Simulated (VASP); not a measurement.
# In12Se11 (a cell with a defect) in VASP: further runs

In12Se11 (a cell with a defect) is run at these levels: PBEsol; tasks: single point.

All numbers are computed with VASP 6.6.1; they aren't measurements. Logs are shortened: lines on timing, memory, paths and dates and some standing lists are left out, and cuts for length are marked.

## Step 1: The cell of the first run

The cell holds a defect, 23 atoms: a = 7.947 Å, b = 11.921 Å, c = 8.447 Å, α = 76.40°, β = 76.40°, γ = 60.00°.

## Step 2: Single point, PBEsol, collinear spin

The input, INCAR:

```
  PREC = Accurate
  ENCUT = 400
  EDIFF = 1E-6
  ISMEAR = 0
  SIGMA = 0.01
  LREAL = False
  LASPH = True
  NELM = 200
  ALGO = Normal
  ISIF = 2
  LWAVE = False
  LCHARG = False
  ISPIN = 2
  MAGMOM = 0.08 0.03 0.03 0 0 0 0.07 0.04 0 0 0.01 0 0.02 0 0.03 0.09 0 0.02 0.03 0.01 0.01 0.01 0.02
  LORBIT = 11
  NUPDOWN = 1.0
  GGA = PS
  NBANDS = 132
  NELECT = 223.0
  GGA_COMPAT = False
```

The input, KPOINTS:

```
Automatic mesh
0
Gamma
  1 1 1
  0.25 0.25 0.25
```

The input, POSCAR:

```
In12Se11
1.0
   -3.9736966564      6.8826445028      0.0000000000
  -11.9210899693      0.0000000000      0.0000000000
   -1.9868483282      1.1471074171      8.1298164551
In Se
12 11
Direct
    0.4330094460      0.3347357522      0.3492850699
    0.5201288257      0.3243149110      0.0059918001
    0.4758338434      0.5812531705      0.3423680748
    0.5240148326      0.6469156296     -0.0014562355
    0.4107251104      0.9844837548      0.3386552335
    0.5126763674      0.9902336861     -0.0024095648
    0.8803964477      0.3349399337      0.3422699455
    1.0238018826      0.3165811085      0.0020982009
    0.9205453698      0.6420936439      0.3477312939
    1.0136619572      0.6583545883      0.0072848371
    0.9392925078      0.9686182143      0.3340051731
    1.0218143972      0.9906779673     -0.0073014335
    0.2173766775      0.1157747958      0.8251418886
    0.0479256777      0.0823665810      0.4936964615
    0.2096826572      0.4543829578      0.8451260427
    0.0678912299      0.4001668794      0.5016484039
    0.2130172386      0.7814725214      0.8393625302
    0.0946416970      0.7232428635      0.4875415273
    0.7090040431      0.1172216250      0.8388378202
    0.5736329619      0.0755020640      0.4832585165
    0.7201357873      0.4445952342      0.8269058222
    0.7124885951      0.7818076340      0.8408626731
    0.5527699504      0.7312227202      0.4862441219
```

Potentials or basis: VASP PAW PBE potentials, release 64 (In_d, Se).

The run is started by

```
cat potpaw_PBE.64/In_d/POTCAR potpaw_PBE.64/Se/POTCAR > POTCAR
mpirun -np 1 vasp_std > vasp.out
```

OUTCAR:

```text
PREC = Accurate
   ENCUT = 400
   EDIFF = 1E-6
   ISMEAR = 0
   LREAL = False
   LASPH = True
   NELM = 200
   ISIF = 2
   ISPIN = 2
   LORBIT = 11
   NUPDOWN = 1.0
   GGA = PS
   NELECT = 223.0

 ion  position               nearest neighbor table
   1  0.433  0.335  0.349-  16 2.67  20 2.75   2 2.84   3 3.11   7 3.54   9 3.88
   2  0.520  0.324  0.006-  21 2.65  15 2.66  19 2.70   1 2.84   4 3.85   8 3.95  12 3.98   8 4.00
                            10 4.00
   3  0.476  0.581  0.342-  23 2.74  18 2.77   4 2.81   7 3.09   1 3.11   9 3.96
   4  0.524  0.647  0.999-  22 2.66  17 2.66  21 2.68   3 2.81   2 3.85   8 3.96  10 3.97  10 3.98

   5  0.411  0.984  0.339-  14 2.64  20 2.67  23 2.73   6 2.80  11 3.85
   6  0.513  0.990  0.998-  13 2.63  19 2.64  22 2.66   5 2.80   8 3.89  12 3.91  10 3.97
   7  0.880  0.335  0.342-  16 2.69  14 2.73   8 2.85   3 3.09   1 3.54   9 3.84
   8  0.024  0.317  0.002-  15 2.67  13 2.69  21 2.70   7 2.85   6 3.89  12 3.91   2 3.95   4 3.96
                             2 4.00
   9  0.921  0.642  0.348-  18 2.62  23 2.63  16 2.64  10 2.78   7 3.84   1 3.88  11 3.94   3 3.96

  10  0.014  0.658  0.007-  22 2.64  17 2.64  15 2.64   9 2.78  12 3.97   6 3.97   4 3.97   4 3.98
                             2 4.00
  11  0.939  0.969  0.334-  14 2.64  20 2.64  18 2.67  12 2.78   5 3.85   9 3.94
  12  0.022  0.991  0.993-  13 2.63  19 2.64  17 2.65  11 2.78   6 3.91   8 3.91  10 3.97   2 3.98

  13  0.217  0.116  0.825-  12 2.63   6 2.63   8 2.69
  14  0.048  0.082  0.494-   5 2.64  11 2.64   7 2.73
  15  0.210  0.454  0.845-  10 2.64   2 2.66   8 2.67
  16  0.068  0.400  0.502-   9 2.64   1 2.67   7 2.69
  17  0.213  0.781  0.839-  10 2.64  12 2.65   4 2.66
  18  0.095  0.723  0.488-   9 2.62  11 2.67   3 2.77
  19  0.709  0.117  0.839-   6 2.64  12 2.64   2 2.70
  20  0.574  0.076  0.483-  11 2.64   5 2.67   1 2.75
  21  0.720  0.445  0.827-   2 2.65   4 2.68   8 2.70
  22  0.712  0.782  0.841-  10 2.64   6 2.66   4 2.66
  23  0.553  0.731  0.486-   9 2.63   5 2.73   3 2.74

  LATTYP: Found a triclinic cell.
 ALAT       =     7.9473933128
 B/A-ratio  =     3.5733837626
 C/A-ratio  =     1.2766236245
 COS(alpha) =     0.0253107477
 COS(beta)  =     0.5874871698
 COS(gamma) =     0.7695786914

  Lattice vectors:

 A1 = (  -3.9736966564,   6.8826445028,   0.0000000000)
 A2 = (  -3.9736966563,  22.9421483426,  16.2596329102)
 A3 = (  -1.9868483282,   5.7355370857,  -8.1298164551)

Analysis of symmetry for initial positions (statically):
=====================================================================
 Subroutine PRICEL returns:
 Original cell was already a primitive cell.

 Routine SETGRP: Setting up the symmetry group for a
[... 196 lines left out ...]
  ---------------------------------------------------
  free energy    TOTEN  =       -83.92987140 eV

  energy without entropy =      -83.92987140  energy(sigma->0) =      -83.92987140

 E-fermi :   3.7494     XC(G=0):  -9.2427

 val. band max:        4.6150761914   @ k =   0.2500   0.2500   0.2500
 cond. band min:       4.8124724579   @ k =   0.2500   0.2500   0.2500
 fundamental gap:      0.1973962664
 Fermi energy:         4.7193765707

 spin component 1

 k-point     1 :       0.2500    0.2500    0.2500
  band No.  band energies     occupation
      1     -10.7640      1.00000
      2     -10.7276      1.00000
      3     -10.7045      1.00000
      4     -10.6795      1.00000
      5     -10.6661      1.00000
      6     -10.6300      1.00000
[... 115 lines left out ...]
    122       6.7400      0.00000
    123       6.9968      0.00000
 Fermi energy:         3.7494314666

 spin component 2

 k-point     1 :       0.2500    0.2500    0.2500
  band No.  band energies     occupation
      1     -10.7602      1.00000
      2     -10.7239      1.00000
      3     -10.7013      1.00000
      4     -10.6762      1.00000
      5     -10.6624      1.00000
      6     -10.6272      1.00000
[... 115 lines left out ...]
    122       6.7670      0.00000
    123       7.0620      0.00000
 [bands above 123 left out]

------------------------ aborting loop because EDIFF is reached ----------------------------------------

  FORCE on cell =-STRESS in cart. coord.  units (eV):
  Direction    XX          YY          ZZ          XY          YZ          ZX
  --------------------------------------------------------------------------------------
  -------------------------------------------------------------------------------------
  Total        4.5158819      6.4014262      7.6803590     -2.8727447      2.8940373      2.3834451
  in kB       10.8467871     15.3757136     18.4476078     -6.9001030      6.9512460      5.7248444
  external PRESSURE =      14.8900362 kB  Pullay stress =       0.0000000 kB

 VOLUME and BASIS-vectors are now :
 -----------------------------------------------------------------------------
  energy-cutoff  :      400.00
  volume of cell :      667.04
      direct lattice vectors                 reciprocal lattice vectors
    -3.973696656  6.882644503  0.000000000     0.000000000  0.145292990 -0.020500668
   -11.921089969  0.000000000  0.000000000    -0.083884947 -0.048430997 -0.013667112
    -1.986848328  1.147107417  8.129816455     0.000000000  0.000000000  0.123004007

 POSITION                                       TOTAL-FORCE (eV/Angst)
 -----------------------------------------------------------------------------------
     -6.40504      3.38092      2.83962        -0.009714      0.015412     -0.015646
     -5.94493      3.58674      0.04871         0.002927     -0.002369      0.015861
     -9.50022      3.66773      2.78339         0.008195      0.020656     -0.010313
    -11.77817      4.75204      8.11798        -0.002072     -0.015877      0.023048
    -14.04107      3.21535      2.75320         0.006987     -0.001364     -0.014925
    -15.82395      4.67291      8.11023        -0.001263     -0.002941      0.010004
[... 15 lines left out ...]
    -13.82188      5.86837      6.83606         0.006817      0.003480     -0.021315
    -11.87961      4.36229      3.95308        -0.001414     -0.001199      0.022582
 -----------------------------------------------------------------------------------
    total drift:                                0.001814      0.000231      0.000161

  FREE ENERGIE OF THE ION-ELECTRON SYSTEM (eV)
  ---------------------------------------------------
  free  energy   TOTEN  =       -83.9298714024 eV

  energy  without entropy=      -83.9298714024  energy(sigma->0) =      -83.92987140

 total charge

# of ion       s       p       d       tot
------------------------------------------
    1        0.929   0.582   9.864  11.375
    2        0.895   0.641   9.881  11.418
    3        0.878   0.617   9.867  11.362
    4        0.888   0.651   9.882  11.421
    5        0.878   0.640   9.880  11.399
    6        0.874   0.672   9.886  11.432
[... 15 lines left out ...]
   22        1.479   2.324   0.025   3.828
   23        1.480   2.297   0.023   3.800
--------------------------------------------------
tot         26.947  33.182 118.820 178.948

 magnetization (x)

# of ion       s       p       d       tot
------------------------------------------
    1        0.042   0.058   0.004   0.105
    2        0.024   0.021   0.000   0.046
    3        0.004   0.033   0.008   0.045
    4        0.003   0.003   0.001   0.006
    5        0.003   0.003   0.001   0.006
    6       -0.000  -0.001   0.000  -0.001
[... 15 lines left out ...]
   22        0.000   0.005   0.000   0.006
   23        0.002   0.017   0.000   0.020
--------------------------------------------------
tot          0.181   0.357   0.025   0.563
```

OSZICAR:

```text
N       E                     dE             d eps       ncg     rms          rms(c)
DAV:   1     0.233645802811E+04    0.23365E+04   -0.82331E+04   528   0.160E+03
DAV:   2     0.344831575702E+03   -0.19916E+04   -0.19446E+04   528   0.453E+02
DAV:   3    -0.461118442020E+02   -0.39094E+03   -0.37056E+03   596   0.214E+02
DAV:   4    -0.849122175543E+02   -0.38800E+02   -0.38137E+02   640   0.636E+01
DAV:   5    -0.863568684811E+02   -0.14447E+01   -0.14334E+01   640   0.119E+01    0.185E+01
DAV:   6    -0.840617537595E+02    0.22951E+01   -0.39968E+00   696   0.169E+01    0.908E+00
DAV:   7    -0.839480340167E+02    0.11372E+00   -0.27882E+00   760   0.608E+00    0.360E+00
DAV:   8    -0.839345088619E+02    0.13525E-01   -0.26776E-01   760   0.294E+00    0.272E+00
DAV:   9    -0.839317289739E+02    0.27799E-02   -0.60376E-02   784   0.101E+00    0.130E+00
DAV:  10    -0.839293085583E+02    0.24204E-02   -0.13961E-02   728   0.757E-01    0.312E-01
DAV:  11    -0.839296940153E+02   -0.38546E-03   -0.33131E-03   656   0.255E-01    0.136E-01
DAV:  12    -0.839298025730E+02   -0.10856E-03   -0.29259E-04   736   0.790E-02    0.840E-02
DAV:  13    -0.839298536241E+02   -0.51051E-04   -0.55680E-05   680   0.417E-02    0.285E-02
DAV:  14    -0.839298681877E+02   -0.14564E-04   -0.31470E-05   648   0.254E-02    0.136E-02
DAV:  15    -0.839298704325E+02   -0.22447E-05   -0.44032E-06   520   0.129E-02    0.712E-03
DAV:  16    -0.839298714024E+02   -0.96998E-06   -0.12748E-06   376   0.597E-03
   1 F= -.83929871E+02 E0= -.83929871E+02  d E =-.813245E-23  mag=     1.0000
```

stdout:

```text
POSCAR found type information on POSCAR InSe
 POSCAR found :  2 types and      23 ions
 scaLAPACK will be used
 -----------------------------------------------------------------------------
|                                                                             |
|                                                                             |
|     You have a (more or less) 'large supercell' and for larger cells it     |
|     might be more efficient to use real-space projection operators.         |
|     Therefore, try LREAL= Auto in the INCAR file.                           |
|     Mind: For very accurate calculation, you might also keep the            |
|     reciprocal projection scheme (i.e. LREAL=.FALSE.).                      |
|                                                                             |
 -----------------------------------------------------------------------------

 -----------------------------------------------------------------------------
|                                                                             |
|                                                                             |
|     You enforced a specific xc type in the INCAR file but a different       |
|     I HOPE YOU KNOW WHAT YOU ARE DOING!                                     |
|                                                                             |
 -----------------------------------------------------------------------------

 LDA part: xc-table for (Slater+PW92), standard interpolation
 POSCAR, INCAR and KPOINTS ok, starting setup
 FFT: planning ... GRIDC
 FFT: planning ... GRID_SOFT
 FFT: planning ... GRID
 WAVECAR not read
 entering main loop
 the old and the new charge density differ
 old charge density:   222.00000 new  223.00000
    0.185E+01
```

It took 7.6 min on 1 thread of Oxide Virtual Turin-like, shared host; peak memory 0.69 GiB.

Results:

* Free energy: -83.9299 eV
* Largest force: 0.029 eV/Å
* Net moment: 1.00 μB per cell
* Site moments: In +0.10, +0.05, +0.04, +0.01, -0.00, +0.08, +0.00 (each value once); Se +0.02, -0.00, +0.03, +0.08, +0.00, +0.01 (each value once) μB
* Valence electrons inside the program's atomic spheres: In 11.38, 11.42, 11.36, 11.40, 11.43, 11.41, 11.45, 11.44 (each value once); Se 3.83, 3.81, 3.82, 3.80 (each value once)

Forces in eV/Å, atoms in the order of the input:
```
In  -0.010  0.015 -0.016
In   0.003 -0.002  0.016
In   0.008  0.021 -0.010
In  -0.002 -0.016  0.023
In   0.007 -0.001 -0.015
In  -0.001 -0.003  0.010
In   0.000 -0.017 -0.005
In   0.004 -0.002  0.013
In   0.002  0.013 -0.014
In  -0.002 -0.003  0.015
In   0.001  0.005 -0.015
In   0.001 -0.005  0.019
Se  -0.003  0.000 -0.019
Se  -0.010  0.001  0.013
Se   0.001 -0.006 -0.019
Se   0.005 -0.007  0.028
Se  -0.009  0.011 -0.021
Se   0.007 -0.019  0.008
Se  -0.005  0.003 -0.017
Se   0.000 -0.006  0.027
Se  -0.003  0.016 -0.021
Se   0.007  0.003 -0.021
Se  -0.001 -0.001  0.023
```

Caveat: the k points lie up to 0.83 Å⁻¹ apart, too coarse for converged energies, forces and pressures; the cell carries a net charge on a neutralising background, which shifts energy and pressure; the cell is charged against a uniform background, so pressure and absolute levels hang on convention; the PAW data sets were made with another functional, which shifts forces and pressure a little; spin-orbit coupling is left out, which moves the levels of the heavy elements; the total moment is fixed, so each spin has its own Fermi level and the state may be an excited one.

## Step 3: Single point, PBEsol, collinear spin

The input, INCAR:

```
SYSTEM = In12Se11
PREC = Accurate
ENCUT = 400
EDIFF = 1E-6
ISMEAR = 0
SIGMA = 0.01
LREAL = .FALSE.
LASPH = .TRUE.
NELM = 200
ALGO = Normal
ISIF = 2
LWAVE = .FALSE.
LCHARG = .FALSE.
ISPIN = 2
MAGMOM = 0.03 0.01 0.03 0.01 0 0 0.06 0.04 0 0 0 0 0.04 0.01 0.07 0 0.02 0.01 0.01 0 0.03 0.02 0
LORBIT = 11
NUPDOWN = 1.0
GGA = PS
NELECT = 221.0
NBANDS = 132
GGA_COMPAT = .FALSE.
```

KPOINTS is that of step 2.

The input, POSCAR:

```
In12Se11
1.0
   -3.9736966564      6.8826445028      0.0000000000
  -11.9210899693      0.0000000000      0.0000000000
   -1.9868483282      1.1471074171      8.1298164551
In Se
12 11
Direct
    0.4296615513      0.3081388864      0.3298185375
    0.5219527239      0.3259149847     -0.0134358847
    0.4405475109      0.6358648319      0.3247751453
    0.5242817822      0.6546050874     -0.0211032199
    0.4132723980      0.9818082641      0.3416678042
    0.5139043393      0.9904011190      0.0010061280
    0.9002881410      0.3192612568      0.3376954509
    1.0167606976      0.3185263221     -0.0085004599
    0.9238406849      0.6440414575      0.3483476649
    1.0119019898      0.6621214926      0.0090068241
    0.9367500669      0.9667999828      0.3424943028
    1.0192876277      0.9886611383      0.0007622337
    0.2147405156      0.1143591402      0.8329164886
    0.0511880800      0.0771238032      0.5013178680
    0.2001377653      0.4560918635      0.8491825711
    0.0702891436      0.3989914348      0.4968401866
    0.2086890683      0.7846758510      0.8355204675
    0.0870646472      0.7225760735      0.5053426444
    0.7124868973      0.1148900731      0.8392438619
    0.5715786563      0.0689792538      0.4957109022
    0.7178891183      0.4487277471      0.8217635629
    0.7170896754      0.7844850067      0.8367254619
    0.5579323409      0.7341438132      0.4977388750
```

Potentials or basis: VASP PAW PBE potentials, release 64 (In_d, Se).

The run is started by

```
cat potpaw_PBE.64/In_d/POTCAR potpaw_PBE.64/Se/POTCAR > POTCAR
mpirun -np 1 vasp_std > vasp.out
```

Run time: 7.5 min. Hardware: 1 thread of Oxide Virtual Turin-like, shared host; peak memory 0.7 GiB.

It converged, with:

| Quantity | Value |
| --- | --- |
| Free energy | -92.5552 eV |
| Largest force | 0.033 eV/Å |
| Net moment | 1.00 μB per cell |
| Site moments | In +0.04, +0.01, +0.05, +0.02, +0.00, +0.09, +0.06 (each value once); Se +0.04, +0.01, +0.06, -0.00, +0.02, +0.00, +0.03 (each value once) μB |
| Valence electrons inside the program's atomic spheres | In 11.33, 11.41, 11.40, 11.38, 11.31, 11.39, 11.42 (each value once); Se 3.80, 3.79, 3.81, 3.78 (each value once) |

Forces in eV/Å, atoms in the order of the input:
```
In   0.003 -0.009 -0.002
In  -0.018  0.006  0.017
In   0.006 -0.008 -0.009
In   0.000 -0.014  0.030
In   0.006  0.010 -0.016
In   0.006 -0.002  0.013
In  -0.003  0.000  0.015
In   0.009  0.008 -0.010
In   0.010 -0.006 -0.021
In  -0.004  0.011  0.018
In   0.006 -0.008 -0.023
In  -0.003  0.003  0.021
Se   0.008 -0.009 -0.018
Se  -0.024  0.000  0.009
Se   0.008 -0.003 -0.021
Se   0.001  0.012  0.019
Se  -0.002  0.001 -0.015
Se   0.000  0.007  0.006
Se   0.013  0.001 -0.013
Se  -0.015  0.000  0.018
Se   0.010 -0.002 -0.007
Se  -0.010  0.004 -0.024
Se  -0.009 -0.002  0.013
```

Caveat: the k points lie up to 0.83 Å⁻¹ apart, too coarse for converged energies, forces and pressures; the cell carries a net charge on a neutralising background, which shifts energy and pressure; the cell is charged against a uniform background, so pressure and absolute levels hang on convention; the PAW data sets were made with another functional, which shifts forces and pressure a little; spin-orbit coupling is left out, which moves the levels of the heavy elements; the total moment is fixed, so each spin has its own Fermi level and the state may be an excited one.
